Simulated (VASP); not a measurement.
A run of VASP 6.6.1:

File POSCAR:

```
PtSe2
1.0
    3.7171487196      0.0000000000      0.0000000000
   -1.8585743598      3.2191452208      0.0000000000
    0.0000000000      0.0000000000      5.8298266896
Pt Se
1 2
Direct
    0.0000000000      0.0000000000      0.0000000000
    0.3333333333      0.6666666667      0.2249385575
    0.6666666667      0.3333333333      0.7750614425
```

File INCAR.step1:

```
SYSTEM = PtSe2
  PREC = Accurate
  ENCUT = 520
  ISMEAR = 0
  SIGMA = 0.01
  LREAL = .FALSE.
  LASPH = .TRUE.
  NELM = 60
  NBANDS = 18
  GGA = PE
  ALGO = Normal
  EDIFF = 1E-4
  LWAVE = .TRUE.
  LCHARG = .FALSE.
```

INCAR.step2

```
SYSTEM = PtSe2
  PREC = Accurate
  ENCUT = 520
  EDIFF = 1E-6
  ISMEAR = 0
  SIGMA = 0.01
  LREAL = .FALSE.
  LASPH = .TRUE.
  NELM = 60
  ALGO = Normal
  ISIF = 2
  LWAVE = .FALSE.
  LCHARG = .FALSE.
  METAGGA = R2SCAN
  LMIXTAU = .TRUE.
  NBANDS = 18
  ISTART = 1
```

The input KPOINTS:

```
Automatic mesh
0
G
  12 12 6
  0 0 0
```

Potentials or basis: VASP PAW PBE potentials, release 64 (Pt, Se).

Command:

```bash
$ cat potpaw_PBE.64/Pt/POTCAR potpaw_PBE.64/Se/POTCAR > POTCAR
$ cp INCAR.step1 INCAR
$ mpirun -np 1 vasp_std > vasp.out
$ cp INCAR.step2 INCAR
$ mpirun -np 1 vasp_std > vasp.out
```

Hardware: 1 thread of Intel(R) Xeon(R) Platinum 8375C CPU @ 2.90GHz (Ice Lake), on a shared host.

Q: How long does it take, and how much memory?

A: Run time: 5.1 min on 1 thread of Intel(R) Xeon(R) Platinum 8375C CPU @ 2.90GHz (Ice Lake), on a shared host, peak memory 0.29 GiB. Counts: k points 100.
